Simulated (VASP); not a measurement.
# PtS2 (P-3m1) in VASP: a series of runs, part 2 of 2

VASP 6.6.1. Earlier steps stand in the parts before.

### Step 5. Relaxation of cell and atoms, PBEsol, target pressure 5 GPa, at which the enthalpy is minimised

This run uses another cell than the first one, of 18.26 Å³/atom, 1.145 times its volume.

File INCAR:

```
  PREC = Accurate
  ENCUT = 600
  EDIFF = 1E-6
  ISMEAR = -1
  SIGMA = 0.05
  LREAL = False
  LASPH = True
  NELM = 80
  ALGO = Normal
  ISIF = 3
  LWAVE = False
  LCHARG = False
  GGA = PS
  IBRION = 2
  NSW = 80
  EDIFFG = -0.02
  PSTRESS = 50.0
```

File KPOINTS:

```
regular mesh
0
Gamma
  9 9 5
```

File POSCAR:

```
PtS2
1.0
    3.5432000000      0.0000000000      0.0000000000
   -1.7716000000      3.0685012107      0.0000000000
    0.0000000000      0.0000000000      5.0388000000
Pt S
1 2
Direct
    0.0000000000      0.0000000000      0.0000000000
    0.6666666667      0.3333333333      0.7730000000
    0.3333333333      0.6666666667      0.2270000000
```

Command:

```sh
$ cat potpaw_PBE.64/Pt/POTCAR potpaw_PBE.64/S/POTCAR > POTCAR
$ mpirun -np 1 vasp_std > vasp.out
```

Run time: 3.6 min. Hardware: 1 thread of Intel Xeon 6975P-C (Granite Rapids), shared host; peak memory 0.22 GiB.

Results (log left out):

| Item | Value |
| --- | --- |
| Free energy | -16.9362 eV |
| Relaxed volume | 15.90 Å³/atom |
| Relaxed cell | a = 3.554 Å, b = 3.554 Å, c = 4.362 Å, α = 90.00°, β = 90.00°, γ = 120.00° |
| Space group after relaxing (to 0.05 Å) | P-3m1 (No. 164) |
| Energy change on relaxing (the enthalpy is what falls) | -1.5 meV/atom |
| Ionic steps | 14 |
| Pressure after relaxing | 5.1 GPa |
| Largest force after relaxing | 0.019 eV/Å |
| Band gap on the k mesh | zero (band 11 reaches 9.49 eV, above the bottom of band 12 at 9.11 eV) |

Forces in eV/Å, atoms in the order of the input:
```
Pt   0.000  0.000  0.000
S    0.000  0.000  0.019
S    0.000  0.000 -0.019
```

Stress tensor (GPa, compression positive):
```
5.03 0.00 0.00
0.00 5.03 0.00
0.00 0.00 5.18
```

The path:
```tsv
step	energy change (eV)	largest force (eV/Å)	pressure (GPa)	volume (Å³)
1	0.0000	0.9301	6.16	54.78
2	-0.0607	0.0559	-0.61	55.83
3	-0.0562	0.2859	1.14	55.54
4	-0.0586	0.2084	2.02	54.43
5	-0.0012	0.0252	5.45	51.18
6	-0.0051	0.1143	4.98	50.31
7	0.0238	0.4220	4.80	47.64
8	0.0097	0.0551	6.29	47.36
9	0.0112	0.0404	6.68	47.29
10	-0.0193	0.1813	1.61	48.56
11	-0.0034	0.0317	5.05	47.68
12	-0.0031	0.0307	5.05	47.67
13	-0.0029	0.0294	5.08	47.66
14	-0.0045	0.0191	5.08	47.71
```

Final structure:
```xyz
3
Lattice="3.5538 0.0000 0.0000 -1.7769 3.0777 0.0000 0.0000 0.0000 4.3617" Properties=species:S:1:pos:R:3 pbc="T T T"
Pt    0.0000    0.0000    0.0000
S     1.7769    1.0259    3.1738
S     0.0000    2.0518    1.1879
```

Levels at points of the mesh, in eV from the Fermi level:
```tsv
k point	band 8	band 9	band 10	band 11	band 12	band 13	band 14	band 15
(0.00, 0.00, 0.00)	-2.51	-1.61	-1.61	0.44	0.82	0.82	2.96	5.29
```

Caveat: the cell is relaxed towards a set pressure, so the enthalpy falls and the energy may rise; the PAW data sets were made with another functional, which shifts forces and pressure a little; spin-orbit coupling is left out, which moves the levels of the heavy elements.

### Step 6. Relaxation of cell and atoms, PBEsol, target pressure 10 GPa, at which the enthalpy is minimised

This run uses another cell than the first one, of 18.26 Å³/atom, 1.145 times its volume.

File INCAR:

```
SYSTEM = PtS2
PREC = Accurate
ENCUT = 600
EDIFF = 1E-7
ISMEAR = -1
SIGMA = 0.05
LREAL = .False.
LASPH = .True.
NELM = 60
ALGO = Normal
ISIF = 3
LWAVE = .False.
LCHARG = .False.
GGA = PS
IBRION = 2
NSW = 80
EDIFFG = -0.02
PSTRESS = 100.0
```

File KPOINTS:

```
regular mesh
0
Gamma
  9 9 5
  0 0 0
```

POSCAR is that of step 5.

Potentials or basis: VASP PAW PBE potentials, release 64 (Pt, S).

Command:

```sh
$ cat potpaw_PBE.64/Pt/POTCAR potpaw_PBE.64/S/POTCAR > POTCAR
$ mpirun -np 1 vasp_std > vasp.out
```

OUTCAR:

```text
SYSTEM = PtS2
   PREC = Accurate
   ENCUT = 600
   EDIFF = 1E-7
   ISMEAR = -1
   LREAL = .False.
   LASPH = .True.
   NELM = 60
   ISIF = 3
   GGA = PS
   IBRION = 2
   NSW = 80
   EDIFFG = -0.02
   PSTRESS = 100.0

 ion  position               nearest neighbor table
   1  0.000  0.000  0.000-   2 2.34   3 2.34   2 2.34   3 2.34   2 2.34   3 2.34
   2  0.667  0.333  0.773-   1 2.34   1 2.34   1 2.34
   3  0.333  0.667  0.227-   1 2.34   1 2.34   1 2.34

  LATTYP: Found a hexagonal cell.
 ALAT       =     3.5432000000
 C/A-ratio  =     1.4221043125

  Lattice vectors:

 A1 = (   3.5432000000,   0.0000000000,   0.0000000000)
 A2 = (  -1.7716000000,   3.0685012107,   0.0000000000)
 A3 = (   0.0000000000,   0.0000000000,   5.0388000000)

Analysis of symmetry for initial positions (statically):
=====================================================================
 Subroutine PRICEL returns:
 Original cell was already a primitive cell.

 Routine SETGRP: Setting up the symmetry group for a
 hexagonal supercell.

 Subroutine GETGRP returns: Found 12 space group operations
 (whereof 12 operations were pure point group operations)
 out of a pool of 24 trial point group operations.

The static configuration has the point symmetry D_3d.

Analysis of symmetry for dynamics (positions and initial velocities):
=====================================================================
 Subroutine PRICEL returns:
 Original cell was already a primitive cell.

 Routine SETGRP: Setting up the symmetry group for a
 hexagonal supercell.

 Subroutine GETGRP returns: Found 12 space group operations
 (whereof 12 operations were pure point group operations)
 out of a pool of 24 trial point group operations.

The dynamic configuration has the point symmetry D_3d.

 Subroutine INISYM returns: Found 12 space group operations
 (whereof 12 operations are pure point group operations),
 and found     1 'primitive' translations

[... 142 lines left out ...]
  free energy    TOTEN  =       -16.93171354 eV

  energy without entropy =      -16.93170659  energy(sigma->0) =      -16.93171007

------------------------ aborting loop because EDIFF is reached ----------------------------------------

  FORCE on cell =-STRESS in cart. coord.  units (eV):
  Direction    XX          YY          ZZ          XY          YZ          ZX
  --------------------------------------------------------------------------------------
  -------------------------------------------------------------------------------------
  Total        2.1687669      2.1687669      1.9651570      0.0000000      0.0000000      0.0000000
  in kB       63.4270304     63.4270304     57.4723217      0.0000000      0.0000000      0.0000000
  external PRESSURE =     -38.5578725 kB  Pullay stress =     100.0000000 kB
[... 100 lines left out ...]
  energy  without entropy=      -16.7553238974  energy(sigma->0) =      -16.75533038

  enthalpy is  TOTEN    =       -13.6255571873 eV   P V=        3.1297796797

[... ionic steps 4 to 19 ...]

--------------------------------------- Ionic step       20  -------------------------------------------

 number of electron      22.0000000 magnetization

------------------------ aborting loop because EDIFF is reached ----------------------------------------
[... 73 lines left out ...]
--------------------------------------- Ionic step       22  -------------------------------------------

 number of electron      21.9999999 magnetization

 Free energy of the ion-electron system (eV)
  ---------------------------------------------------
  ext. energy  EPLUGINS =         0.00000000
  ---------------------------------------------------
  free energy    TOTEN  =       -16.83894734 eV

  energy without entropy =      -16.83510781  energy(sigma->0) =      -16.83702757

 E-fermi :   9.7176     XC(G=0): -11.9626

 val. band max:        9.5157237458   @ k =   0.0000   0.2222   0.2000
 cond. band min:       9.7398329444   @ k =   0.0000   0.1111   0.2000
 fundamental gap:      0.2241091986
 Fermi energy:         9.7176032017

 k-point     1 :       0.0000    0.0000    0.0000
  band No.  band energies     occupation
      1      -7.2220      2.00000
      2      -2.4595      2.00000
      3       1.3237      2.00000
      4       2.1228      2.00000
      5       2.1228      2.00000
      6       5.2700      2.00000
      7       5.2700      2.00000
      8       7.1788      2.00000
      9       8.0932      2.00000
     10       8.0932      2.00000
     11      10.2809      0.00003
     12      10.3267      0.00001
     13      10.3267      0.00001
     14      12.4814      0.00000
[... 401 lines left out ...]
      2      -3.6409      2.00000
      3       1.7186      2.00000
      4       2.5152      2.00000
      5       2.8917      2.00000
      6       4.2212      2.00000
      7       4.9370      2.00000
      8       5.9563      2.00000
      9       6.8430      2.00000
     10       7.6765      2.00000
     11       8.8442      2.00000
     12      10.4651      0.00000
     13      10.9206      0.00000
     14      14.6476      0.00000
     15      15.9157      0.00000

 [... further k-points ...]
[... 5 lines left out ...]
  --------------------------------------------------------------------------------------
  -------------------------------------------------------------------------------------
  Total        2.8745314      2.8745314      2.8719838      0.0000000      0.0000000      0.0000000
  in kB      100.8960162    100.8960162    100.8065950      0.0000000      0.0000000      0.0000000
  external PRESSURE =       0.8662092 kB  Pullay stress =     100.0000000 kB
[... 22 lines left out ...]
  energy  without entropy=      -16.8351078127  energy(sigma->0) =      -16.83702757

  enthalpy is  TOTEN    =       -13.9899434558 eV   P V=        2.8490038807

 reached required accuracy - stopping structural energy minimisation
```

CONTCAR:

```text
PtS2
   1.00000000000000
     3.5303573947601863   -0.0000000000000000    0.0000000000000000
    -1.7651786973800931    3.0573791883352750   -0.0000000000000001
    -0.0000000000000000    0.0000000000000001    4.2289801329733070
  Pt              S
     1     2
Direct
     0.0000000000000000    0.0000000000000000    0.0000000000000000
     0.6666666667000030    0.3333333332999970    0.7200468332354224
     0.3333333332999970    0.6666666667000030    0.2799531667645775

  0.00000000E+00  0.00000000E+00  0.00000000E+00
  0.00000000E+00  0.00000000E+00  0.00000000E+00
  0.00000000E+00  0.00000000E+00  0.00000000E+00
```

Run time: 5.7 min. Hardware: 1 thread of Intel Xeon 6975P-C (Granite Rapids), shared host; peak memory 0.22 GiB.

What came out:

```yaml
Free_energy: -16.8389 eV
Relaxed_volume: 15.22 Å³/atom
Relaxed_cell: a = 3.530 Å, b = 3.530 Å, c = 4.229 Å, α = 90.00°, β = 90.00°, γ = 120.00°
Space_group_after_relaxing_to_0.05_Å: P-3m1 (No. 164)
Energy_change_on_relaxing_the_enthalpy_is_what_falls: +30.9 meV/atom
Ionic_steps: 22
Pressure_after_relaxing: 10.1 GPa
Largest_force_after_relaxing: 0.015 eV/Å
Band_gap_on_the_k_mesh: zero (band 11 reaches 10.28 eV, above the bottom of band 12 at 9.76 eV)
```

Forces on the atoms (eV/Å):
```
Pt   0.000  0.000  0.000
S    0.000  0.000  0.015
S    0.000  0.000 -0.015
```

The path:
```csv
step,energy change (eV),largest force (eV/Å),pressure (GPa),volume (Å³)
1,0.0000,0.9300,6.14,54.78
2,0.1063,1.3097,13.73,51.37
3,0.1764,1.4630,17.08,50.14
4,0.1590,1.2989,16.52,49.76
5,0.1327,0.8222,15.10,48.61
6,0.1922,0.0814,13.36,46.36
7,0.1207,0.2033,10.34,46.90
8,0.0204,0.4323,4.48,48.06
9,0.0113,0.2754,5.31,47.77
10,0.0174,0.0530,7.12,47.13
11,0.0326,0.2085,8.04,46.82
12,0.0507,0.2449,9.44,46.46
13,0.0680,0.2759,10.64,46.16
14,0.0686,0.1780,10.28,46.10
15,0.0736,0.0133,9.61,45.98
16,0.0816,0.0046,9.98,45.84
17,0.0920,0.0056,10.43,45.67
18,0.0954,0.0085,10.57,45.61
19,0.0924,0.0293,10.08,45.65
20,0.0918,0.0388,9.95,45.66
21,0.0923,0.0266,10.04,45.65
22,0.0928,0.0146,10.09,45.65
```

Final structure:
```
CELL_PARAMETERS angstrom
3.53036 0.00000 0.00000
-1.76518 3.05738 0.00000
0.00000 0.00000 4.22898
ATOMIC_POSITIONS crystal
Pt 0.00000 0.00000 0.00000
S 0.66667 0.33333 0.72005
S 0.33333 0.66667 0.27995
```

Caveat: the cell is relaxed towards a set pressure, so the enthalpy falls and the energy may rise; the volume moved by over 15 % at a fixed basis, so the end points are rough; the PAW data sets were made with another functional, which shifts forces and pressure a little; spin-orbit coupling is left out, which moves the levels of the heavy elements.

### Step 7. The runs side by side

| task | cell | cutoff (eV) | gap on the mesh (eV) | pressure (GPa) | largest force (eV/Å) |
| --- | --- | --- | --- | --- | --- |
| single point | a = 3.556, b = 3.556, c = 4.368 Å, angles 90.0, 90.0, 120.0°, 3 atoms | 520 | none | 4.8 | 0.03 |
| single point | a = 3.571, b = 3.571, c = 4.776 Å, angles 90.0, 90.0, 120.0°, 3 atoms | 520 | 0.31 | -0.3 | 0.02 |
| relaxation of cell and atoms | relaxed from a = 3.543, b = 3.543, c = 5.039 Å, angles 90.0, 90.0, 120.0°, 3 atoms | 600 | 0.37 | -0.1 | 0.02 |
| relaxation of cell and atoms | relaxed to 5 GPa from a = 3.543, b = 3.543, c = 5.039 Å, angles 90.0, 90.0, 120.0°, 3 atoms | 600 | none | 5.1 | 0.02 |
| relaxation of cell and atoms | relaxed to 10 GPa from a = 3.543, b = 3.543, c = 5.039 Å, angles 90.0, 90.0, 120.0°, 3 atoms | 600 | none | 10.1 | 0.01 |

Alike in all rows: level PBEsol; potentials or basis VASP PAW PBE potentials, release 64 (Pt, S); no spin polarisation; k mesh 9 × 9 × 5; smearing fermi-dirac 0.05 eV.

Caveats: the PAW data sets were made with another functional, which shifts forces and pressure a little; spin-orbit coupling is left out, which moves the levels of the heavy elements; the cell is relaxed towards a set pressure, so the enthalpy falls and the energy may rise (some runs); the volume moved by over 15 % at a fixed basis, so the end points are rough (some runs).

Total energies depend on the potentials used, so only differences within one code and one set of settings carry meaning.
